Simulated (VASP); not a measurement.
Set up this calculation in VASP 6.6.1, as the native input.

```yaml
Task: single point
Functional: RPBE
Potentials_or_basis: VASP PAW PBE potentials, release 64 (Cu, O)
Cutoff: 520 eV
k_mesh: 9 × 9 × 5
Occupations: fermi-dirac, width 0.05 eV
Spin: no spin polarisation
Dipole_correction: no
Further_INCAR_settings: ALGO = Normal; EDIFF = 1e-06; NBANDS = 25
```

The structure of CuO lies in POSCAR:

```
CuO
1.0
    2.0041536028     -2.1678123362      0.0000000000
    2.0041536028      2.1678123362      0.0000000000
    0.0000000000      0.0000000000      5.1900742137
Cu O
2 2
Direct
    0.5000000000      0.0000000000      0.0000000000
    0.0000000000      0.5000000000      0.5000000000
    0.5000000000      0.5000000000      0.2500000000
    0.5000000000      0.5000000000      0.7500000000
```

One way to write it, as run:

INCAR

```
  PREC = Accurate
  ENCUT = 520
  EDIFF = 1E-6
  ISMEAR = -1
  SIGMA = 0.05
  LREAL = F
  LASPH = T
  NELM = 80
  ALGO = Normal
  ISIF = 2
  LWAVE = F
  LCHARG = F
  GGA = RP
  NBANDS = 25
```

KPOINTS

```
regular mesh
0
Gamma
  9 9 5
```

Potentials or basis: VASP PAW PBE potentials, release 64 (Cu, O).

Run with:

```bash
$ cat potpaw_PBE.64/Cu/POTCAR potpaw_PBE.64/O/POTCAR > POTCAR
$ mpirun -np 1 vasp_std > vasp.out
```

It gave:

| Item | Value |
| --- | --- |
| Pressure | 4.1 GPa |
| Band gap on the k mesh | zero (bands 17 and 18 overlap by 0.83 eV) |

Caveat: the cell stands under pressure; the PAW data sets were made with another functional, which shifts forces and pressure a little; semilocal functionals often make such compounds metallic where correlation or magnetic order opens a gap, which also shifts bond lengths.

Wall time 66 s on 1 thread of Intel(R) Xeon(R) Platinum 8488C (Sapphire Rapids), with other jobs on the host, peak memory 0.19 GiB.
